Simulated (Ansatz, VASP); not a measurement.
# CdF2: VASP beside Ansatz

```
Cd F
1.0
     0.00000    2.79107    2.90523
     2.79107    0.00000    2.90523
     2.79107    2.79107    0.00000
Cd F
1 2
Cartesian
  0.0000 0.0000 0.0000
  1.3955 1.3955 1.4526
  4.1866 4.1866 4.3578
```

Alike in both runs: task single point; functional PBEsol; k mesh 8 × 8 × 8; occupations gaussian, width 0.05 eV; no spin polarisation.

```csv
,VASP,Ansatz
version,VASP 6.6.1,Ansatz 0.2.0
potentials or method,"VASP PAW PBE potentials, release 64 (Cd, F), cutoff 520 eV","scalar-relativistic, plane waves, PAW"
valence electrons in the cell,26,34
```

Ansatz gave:

| Property | Result |
| --- | --- |
| gap on the k mesh at the Fermi level (eV) | 2.38 |
| least direct gap on the mesh (eV) | 3.00 |
| pressure (GPa) | -11.2 |
| traceless stress, the component that is largest in VASP (GPa) | -2.64 |

Task: Which values does VASP return?

Result: gap on the k mesh at the Fermi level (eV): 2.36; least direct gap on the mesh (eV): 2.97; pressure (GPa): -10.9; traceless stress, the component that is largest in VASP (GPa): -2.61.

VASP's potentials were made for PBE, not for PBEsol. With one functional, cell and mesh, what is left measures potentials, basis and numerics. VASP's potentials hold 26 valence electrons a cell and Ansatz's 34, so a difference there can come from the potentials and not from the codes.
